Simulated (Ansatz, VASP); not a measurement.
**Two plane-wave programs on Sn**

File POSCAR:

```
Sn
1.0
    0.0000000000      3.2456000000      3.1238900000
    3.2456000000      0.0000000000      3.1238900000
    3.2456000000      3.2456000000      0.0000000000
Sn
2
Direct
    0.5000000000      0.5000000000      0.5000000000
    0.7500000000      0.7500000000      0.7500000000
```

File INCAR.step1:

```
PREC = Accurate
ENCUT = 520
ISMEAR = 0
SIGMA = 0.15
LREAL = F
LASPH = T
NELM = 80
NBANDS = 21
GGA = PE
ALGO = Normal
EDIFF = 1E-4
LWAVE = T
LCHARG = F
```

Contents of INCAR.step2:

```
PREC = Accurate
ENCUT = 520
EDIFF = 1E-6
ISMEAR = 0
SIGMA = 0.15
LREAL = F
LASPH = T
NELM = 80
ALGO = Normal
ISIF = 2
LWAVE = F
LCHARG = F
METAGGA = R2SCAN
LMIXTAU = T
NBANDS = 21
ISTART = 1
```

KPOINTS

```
regular mesh
0
Gamma
  12 12 12
```

Input for Ansatz:

```yaml
crystal:
  lattice:
    - [0.0, 3.2456, 3.12389]
    - [3.2456, 0.0, 3.12389]
    - [3.2456, 3.2456, 0.0]
  atoms:
    - { symbol: Sn, position: [0.5, 0.5, 0.5] }
    - { symbol: Sn, position: [0.75, 0.75, 0.75] }
basis:
  ecutwfc: 500
kpoints:
  mp_grid: { grid: [12, 12, 12] }
hamiltonian:
  xc: r2scan
scf:
  occupations: { method: gaussian, width: 0.15 }
output:
  forces: true
  stress: true
  eigenvalues: true
  write_density: true
  write_potential: true
  elf: true
  volumetric_format: npy
```

Change from the starting cell: strain -0.0375 x Voigt [0, 0, 1, 0, 0, 0], atoms carried along.

Alike in both runs: task single point; functional r2SCAN; k mesh 12 × 12 × 12; occupations gaussian, width 0.15 eV; no spin polarisation.

|  | VASP | Ansatz |
| --- | --- | --- |
| version | VASP 6.6.1 | Ansatz 0.2.0 |
| potentials or method | VASP PAW PBE potentials, release 64 (Sn_d), cutoff 520 eV | scalar-relativistic, plane waves, PAW |
| valence electrons in the cell | 28 | 28 |

|  | VASP | Ansatz | Ansatz less VASP |
| --- | --- | --- | --- |
| gap on the k mesh at the Fermi level (eV) | 0.24 | 0.24 | 0.000 |
| least direct gap on the mesh (eV) | 0.27 | 0.27 | 0.000 |
| pressure (GPa) | 3.7 | 3.7 | +0.03 |
| traceless stress, the component that is largest in VASP (GPa) | 0.85 | 0.85 | +0.002 |

VASP's potentials were made for PBE, not for r2SCAN.
